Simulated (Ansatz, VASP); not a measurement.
## InP in VASP and in Ansatz

```xyz
2
Lattice="0.0000 2.9305 2.9305 2.9305 0.0000 2.9305 2.9305 2.9305 0.0000" Properties=species:S:1:pos:R:3 pbc="T T T"
In    0.0000    0.0000    0.0000
P     4.3957    4.3957    4.3957
```

Alike in both runs: functional PBE; k mesh 6 × 6 × 6; occupations fermi-dirac, width 0.05 eV; non-collinear spin, spin-orbit coupling.

```csv
,VASP,Ansatz
version,VASP 6.6.1,Ansatz 0.2.0
potentials or method,"VASP PAW PBE potentials, release 64 (In_d, P)",Ansatz PAW
plane-wave cutoff (eV),520,420
valence electrons in the cell,18,18
task,single point,band structure
```

VASP gave:

| Quantity | Value |
| --- | --- |
| pressure (GPa) | 3.2 |

Q: What did Ansatz give for the same quantities?

A: Pressure (GPa): 3.3.
